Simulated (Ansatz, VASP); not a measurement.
TaSi2 in VASP and in Ansatz

```
CELL_PARAMETERS angstrom
0.00000 2.95749 2.95749
2.95749 0.00000 2.95749
2.95749 2.95749 0.00000
ATOMIC_POSITIONS crystal
Ta 0.75000 0.75000 0.75000
Si 0.25000 0.25000 0.25000
Si 0.50000 0.50000 0.50000
```

Alike in both runs: functional PBE; k mesh 14 × 14 × 14; occupations gaussian, width 0.1 eV; no spin polarisation.

Ansatz relaxed the structure, and its values are those at the end. VASP's run is a single point on that final structure, the one shown.

|  | VASP | Ansatz |
| --- | --- | --- |
| version | VASP 6.6.1 | Ansatz 0.2.0 |
| potentials or method | VASP PAW PBE potentials, release 64 (Ta_pv, Si), cutoff 520 eV | scalar-relativistic, plane waves, PAW |
| valence electrons in the cell | 19 | 21 |

```csv
,VASP,Ansatz,Ansatz less VASP
gap on the k mesh at the Fermi level (eV),none,none,-
pressure (GPa),0.0,0.0,-0.01
```

A gap of «none» marks a metal or a gap that the smearing closes. The functional is the same, so the differences come from potentials, cutoffs and numerics. VASP's potentials hold 19 valence electrons a cell and Ansatz's 21, so a difference there can come from the potentials and not from the codes.

Neither program's run includes spin-orbit coupling.
